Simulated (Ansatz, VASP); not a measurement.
## BaTiO3 in VASP and in Ansatz

The input INCAR:

```
  ALGO = Normal
  EDIFF = 1E-6
  ENCUT = 520
  GGA = PE
  ISIF = 2
  ISMEAR = 0
  LASPH = True
  LCHARG = True
  LELF = True
  LREAL = False
  LVHAR = True
  LWAVE = False
  NBANDS = 28
  NELM = 60
  PREC = Accurate
  SIGMA = 0.02
```

Contents of KPOINTS:

```
k-points
0
Gamma
  6 6 6
```

The input POSCAR:

```
BaTiO3
1.0
    3.9725052732      0.0000000000      0.0000000000
    0.0000000000      2.8904444992      2.9153853940
    0.0000000000     -2.8904444992      2.9153853940
Ba Ti O
1 1 3
Direct
    0.0000000000      0.0082750956      0.0082750956
    0.5000000000      0.5244580659      0.5244580659
    0.5000000000      0.9731675967      0.4899429160
    0.5000000000      0.4899429160      0.9731675967
    0.0000000000      0.4840563259      0.4840563259
```

Input for Ansatz:

```yaml
crystal:
  lattice:
    - [3.9725052732, 0.0, 0.0]
    - [0.0, 2.8904444992, 2.915385394]
    - [0.0, -2.8904444992, 2.915385394]
  atoms:
    - { symbol: Ba, position: [0.0, 0.0082750956, 0.0082750956] }
    - { symbol: Ti, position: [0.5, 0.5244580659, 0.5244580659] }
    - { symbol: O, position: [0.5, 0.9731675967, 0.489942916] }
    - { symbol: O, position: [0.5, 0.489942916, 0.9731675967] }
    - { symbol: O, position: [0.0, 0.4840563259, 0.4840563259] }
basis:
  ecutwfc: 420
  xc_grid: 2
kpoints:
  mp_grid: { grid: [6, 6, 6] }
  band_path: { path: [VBM, CBM], npoints: 2 }
hamiltonian:
  xc: pbe
scf:
  occupations: { method: gaussian, width: 0.02 }
output:
  forces: true
  stress: true
  eigenvalues: true
```

Alike in both runs: task single point; functional PBE; k mesh 6 × 6 × 6; occupations gaussian, width 0.02 eV; no spin polarisation.

|  | VASP | Ansatz |
| --- | --- | --- |
| version | VASP 6.6.1 | Ansatz 0.2.0 |
| potentials or method | VASP PAW PBE potentials, release 64 (Ba_sv, Ti_sv, O), cutoff 520 eV | scalar-relativistic, plane waves, PAW |
| valence electrons in the cell | 40 | 40 |

|  | VASP | Ansatz | Ansatz less VASP |
| --- | --- | --- | --- |
| gap on the k mesh at the Fermi level (eV) | 2.35 | 2.39 | +0.041 |
| least direct gap on the mesh (eV) | 2.89 | 2.90 | +0.012 |
| pressure (GPa) | 1.6 | 0.0 | -1.56 |
| rms of the force components (eV/Å) | 0.036 | 0.001 | -0.0347 |

Atom by atom the forces differ by 0.036 eV/Å (rms over components).

Neither program's run includes spin-orbit coupling.
